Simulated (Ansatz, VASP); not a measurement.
Ga in VASP and in Ansatz

```
Ga
1.0
     4.70710    0.00000    0.00000
    -2.35355    4.07647    0.00000
     0.00000    0.00000    3.01702
Ga
3
Direct
  0.00000 0.00000 0.00000
  0.33333 0.66667 0.50000
  0.66667 0.33333 0.50000
```

Alike in both runs: functional PBE; k mesh 8 × 8 × 11; occupations fermi-dirac, width 0.1 eV; no spin polarisation.

Ansatz relaxed the structure, and its values are those at the end. VASP's run is a single point on that final structure, the one shown.

```csv
,VASP,Ansatz
version,VASP 6.6.1,Ansatz 0.2.0
potentials or method,"VASP PAW PBE potentials, release 64 (Ga_d), cutoff 520 eV","plane waves (420 eV) with PAW, scalar-relativistic"
valence electrons in the cell,39,39
```

|  | VASP | Ansatz | Ansatz less VASP |
| --- | --- | --- | --- |
| pressure (GPa) | 0.1 | 0.0 | -0.14 |

The functional is the same, so the differences come from potentials, cutoffs and numerics.
